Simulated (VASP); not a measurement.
Set up this calculation in VASP 6.6.1, as the native input.

```yaml
Task: single point
Functional: PBE
Potentials_or_basis: VASP PAW PBE potentials, release 64 (Mg, O)
Cutoff: 520 eV
k_mesh: 9 × 9 × 8
Occupations: gaussian, width 0.05 eV
Spin: no spin polarisation
Dipole_correction: no
Further_INCAR_settings: ALGO = Normal; EDIFF = 1e-06; NBANDS = 11
```

The structure of MgO lies in POSCAR:

```
MgO
1.0
    2.9380209034      0.0000000000      0.0000000000
   -1.4690104517      2.5444007392      0.0000000000
    0.0000000000      0.0000000000      2.6796800000
Mg O
1 1
Direct
    0.0589529777      0.1179059554      0.0000000000
    0.3333333333      0.6666666667      0.5000000000
```

This cell differs from its parent crystal: atom 1 (Mg) moved by (+0.000, +0.300) A along x and y.

One way to write it, as run:

INCAR

```
  PREC = Accurate
  ENCUT = 520
  EDIFF = 1E-6
  ISMEAR = 0
  SIGMA = 0.05
  LREAL = F
  LASPH = T
  NELM = 60
  ALGO = Normal
  ISIF = 2
  LWAVE = F
  LCHARG = T
  GGA = PE
  LELF = T
  LVHAR = T
  NBANDS = 11
```

KPOINTS

```
Automatic mesh
0
Gamma
  9 9 8
```

Potentials or basis: VASP PAW PBE potentials, release 64 (Mg, O).

The run is started by

```bash
$ cat potpaw_PBE.64/Mg/POTCAR potpaw_PBE.64/O/POTCAR > POTCAR
$ mpirun -np 1 vasp_std > vasp.out
```

Results of the run:

The pressure is 6.6 GPa, the largest force is 1.755 eV/Å and the band gap on the k mesh is 2.76 eV, indirect (least direct gap 3.38 eV).

Caveat: the cell differs from its parent crystal (atom 1 (Mg) moved by (+0.000, +0.300) A along x and y); forces of over 1 eV/Å act on the atoms, so gaps and moduli don't describe the material at rest.

Run time: 14 s on 1 thread of Intel(R) Xeon(R) Platinum 8124M CPU @ 3.00GHz (Skylake/Cascade Lake), with other jobs on the host, peak memory 0.15 GiB.
